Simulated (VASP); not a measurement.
# Pt (Fm-3m) in VASP: a series of runs, part 2 of 2

VASP 6.6.1. The steps go on from the part before.

## 3. Single point, LDA (volume scaled by 1.04)

The input, INCAR:

```
PREC     = Accurate       # precision mode
ENCUT    = 520            # plane-wave cutoff, eV
EDIFF    = 1E-6           # SCF threshold, eV
ISMEAR   = -1             # smearing method
SIGMA    = 0.1            # smearing width, eV
LREAL    = F              # projectors in reciprocal space
LASPH    = T              # aspherical terms in the spheres
NELM     = 100            # most SCF steps
ALGO     = Normal         # electronic algorithm
ISIF     = 2              # what is computed and relaxed
LWAVE    = F              # write WAVECAR
LCHARG   = F              # write CHGCAR
GGA      = CA             # functional
NBANDS   = 11             # bands
```

The input, KPOINTS:

```
Automatic mesh
0
Gamma
  23 23 23
```

The input, POSCAR:

```
Pt
1.0
    0.0000000000      1.9730572272      1.9730572272
    1.9730572272      0.0000000000      1.9730572272
    1.9730572272      1.9730572272      0.0000000000
Pt
1
Direct
    0.0000000000      0.0000000000      0.0000000000
```

Potentials or basis: VASP PAW LDA potentials, release 64 (Pt).

Started as:

```
> cat potpaw_LDA.64/Pt/POTCAR > POTCAR
> mpirun -np 1 vasp_std > vasp.out
```

OUTCAR:

```text
PREC = Accurate
   ENCUT = 520
   EDIFF = 1E-6
   ISMEAR = -1
   LREAL = F
   LASPH = T
   NELM = 100
   ISIF = 2
   GGA = CA

 ion  position               nearest neighbor table
   1  0.000  0.000  0.000-

  LATTYP: Found a face centered cubic cell.
 ALAT       =     3.9461144544

  Lattice vectors:

 A1 = (   0.0000000000,   1.9730572272,   1.9730572272)
 A2 = (   1.9730572272,   0.0000000000,   1.9730572272)
 A3 = (   1.9730572272,   1.9730572272,   0.0000000000)

Analysis of symmetry for initial positions (statically):
=====================================================================
 Subroutine PRICEL returns:
 Original cell was already a primitive cell.

 Routine SETGRP: Setting up the symmetry group for a
 face centered cubic supercell.

 Subroutine GETGRP returns: Found 48 space group operations
 (whereof 48 operations were pure point group operations)
 out of a pool of 48 trial point group operations.

The static configuration has the point symmetry O_h .

Analysis of symmetry for dynamics (positions and initial velocities):
=====================================================================
 Subroutine PRICEL returns:
 Original cell was already a primitive cell.

 Routine SETGRP: Setting up the symmetry group for a
 face centered cubic supercell.

 Subroutine GETGRP returns: Found 48 space group operations
 (whereof 48 operations were pure point group operations)
 out of a pool of 48 trial point group operations.

The dynamic configuration has the point symmetry O_h .

 Subroutine INISYM returns: Found 48 space group operations
 (whereof 48 operations are pure point group operations),
 and found     1 'primitive' translations

----------------------------------------------------------------------------------------

                                     Primitive cell

  volume of cell :      15.3620

  direct lattice vectors                    reciprocal lattice vectors
[... 110 lines left out ...]
   GGA     = CA    functional components
   LHFCALC =     F    Hartree Fock is set to
   AEXX    =    0.0000 exact exchange contribution
   IVDW    =     0    specifies the selected vdW correction
   LEPSILON=     F    determine dielectric tensor
   LRPA    =     F    only Hartree local field effects (RPA)
 non-spin polarized calculation
  energy-cutoff  :      520.00
  volume of cell :       15.36
 maximum number of plane-waves:       428
 NGX is ok and might be reduce to    24
   NGX = 11   NGY = 11   NGZ = 11

 number of electron      10.0000001 magnetization

 Free energy of the ion-electron system (eV)
  ---------------------------------------------------
  ext. energy  EPLUGINS =         0.00000000
  ---------------------------------------------------
  free energy    TOTEN  =        -7.51633238 eV

  energy without entropy =       -7.45969620  energy(sigma->0) =       -7.48801429

 E-fermi :  10.7904     XC(G=0): -13.5806

 val. band max:       10.7889147886   @ k =   0.3913   0.3043   0.0000
 cond. band min:      10.7929337480   @ k =   0.4348   0.1304   0.0000
 fundamental gap:      0.0040189594
 Fermi energy:        10.7904415423

 k-point     1 :       0.0000    0.0000    0.0000
  band No.  band energies     occupation
      1       0.7420      2.00000
      2       7.0767      2.00000
      3       7.0767      2.00000
      4       7.0767      2.00000
      5       9.2031      2.00000
      6       9.2031      2.00000
      7      25.4576      0.00000
      8      30.2717      0.00000
      9      30.2717      0.00000
     10      30.2717      0.00000
     11      35.6570      0.00000
[... 309 lines left out ...]
 k-point    24 :      -0.4783    0.0435    0.0000
  band No.  band energies     occupation
      1       3.6739      2.00000
      2       6.9814      2.00000
      3       7.0764      2.00000
      4       9.7827      1.99992
      5      10.7975      0.96487
      6      11.4686      0.00227
      7      16.4595      0.00000
      8      25.1265      0.00000
      9      29.3067      0.00000
     10      29.5255      0.00000
     11      38.8323      0.00000

 [... further k-points ...]

------------------------ aborting loop because EDIFF is reached ----------------------------------------

  FORCE on cell =-STRESS in cart. coord.  units (eV):
  Direction    XX          YY          ZZ          XY          YZ          ZX
  --------------------------------------------------------------------------------------
  -------------------------------------------------------------------------------------
  Total       -0.9623547     -0.9623547     -0.9623547     -0.0000000      0.0000000     -0.0000000
  in kB     -100.3683287   -100.3683287   -100.3683287     -0.0000000      0.0000000     -0.0000000
  external PRESSURE =    -100.3683287 kB  Pullay stress =       0.0000000 kB

 VOLUME and BASIS-vectors are now :
 -----------------------------------------------------------------------------
  energy-cutoff  :      520.00
  volume of cell :       15.36
      direct lattice vectors                 reciprocal lattice vectors
     0.000000000  1.973057227  1.973057227    -0.253413836  0.253413836  0.253413836
     1.973057227  0.000000000  1.973057227     0.253413836 -0.253413836  0.253413836
     1.973057227  1.973057227  0.000000000     0.253413836  0.253413836 -0.253413836

 POSITION                                       TOTAL-FORCE (eV/Angst)
 -----------------------------------------------------------------------------------
      0.00000      0.00000      0.00000        -0.000000      0.000000      0.000000
 -----------------------------------------------------------------------------------
    total drift:                               -0.000000      0.000000     -0.000000

  FREE ENERGIE OF THE ION-ELECTRON SYSTEM (eV)
  ---------------------------------------------------
  free  energy   TOTEN  =        -7.5163323754 eV

  energy  without entropy=       -7.4596962038  energy(sigma->0) =       -7.48801429
```

OSZICAR:

```text
N       E                     dE             d eps       ncg     rms          rms(c)
DAV:   1     0.386126432968E+02    0.38613E+02   -0.53688E+03  8168   0.842E+02
DAV:   2    -0.734710749883E+01   -0.45960E+02   -0.44187E+02  9173   0.177E+02
DAV:   3    -0.795555481422E+01   -0.60845E+00   -0.60484E+00  9314   0.194E+01
DAV:   4    -0.795791138778E+01   -0.23566E-02   -0.23564E-02  9213   0.142E+00
DAV:   5    -0.795793032606E+01   -0.18938E-04   -0.18938E-04  9406   0.118E-01    0.126E+01
DAV:   6    -0.756014531622E+01    0.39779E+00   -0.97965E-01  8596   0.766E+00    0.645E+00
DAV:   7    -0.752077173343E+01    0.39374E-01   -0.13015E-01  9262   0.268E+00    0.258E+00
DAV:   8    -0.751649757842E+01    0.42742E-02   -0.48922E-03  8737   0.665E-01    0.544E-01
DAV:   9    -0.751632911010E+01    0.16847E-03   -0.12089E-04  8941   0.104E-01    0.123E-02
DAV:  10    -0.751633232419E+01   -0.32141E-05   -0.23172E-06  9392   0.103E-02    0.227E-03
DAV:  11    -0.751633237543E+01   -0.51239E-07   -0.51418E-08  4844   0.211E-03
   1 F= -.75163324E+01 E0= -.74880143E+01  d E =-.566362E-01
```

stdout:

```text
POSCAR found type information on POSCAR Pt
 POSCAR found :  1 types and       1 ions
 scaLAPACK will be used
 LDA part: xc-table for (Slater(with rela. corr.)+CA(PZ))
 , standard interpolation
 POSCAR, INCAR and KPOINTS ok, starting setup
 FFT: planning ... GRIDC
 FFT: planning ... GRID_SOFT
 FFT: planning ... GRID
 WAVECAR not read
 entering main loop
```

Run time: 33 s. Hardware: 1 thread of Intel Xeon Platinum 8488C (Sapphire Rapids), shared host; peak memory 0.18 GiB.

Results:

```yaml
Free_energy: -7.5163 eV
Pressure: -10.0 GPa
Band_gap_on_the_k_mesh: zero (band 5 reaches 11.23 eV, above the bottom of band 6 at 9.10 eV)
```

Levels at points of the mesh, in eV from the Fermi level:
| k point | band 1 | band 2 | band 3 | band 4 | band 5 | band 6 | band 7 | band 8 | band 9 | band 10 |
| --- | --- | --- | --- | --- | --- | --- | --- | --- | --- | --- |
| (0.00, 0.00, 0.00) | -10.05 | -3.71 | -3.71 | -3.71 | -1.59 | -1.59 | 14.67 | 19.48 | 19.48 | 19.48 |

Caveat: spin-orbit coupling is left out, which moves the levels of the heavy elements.
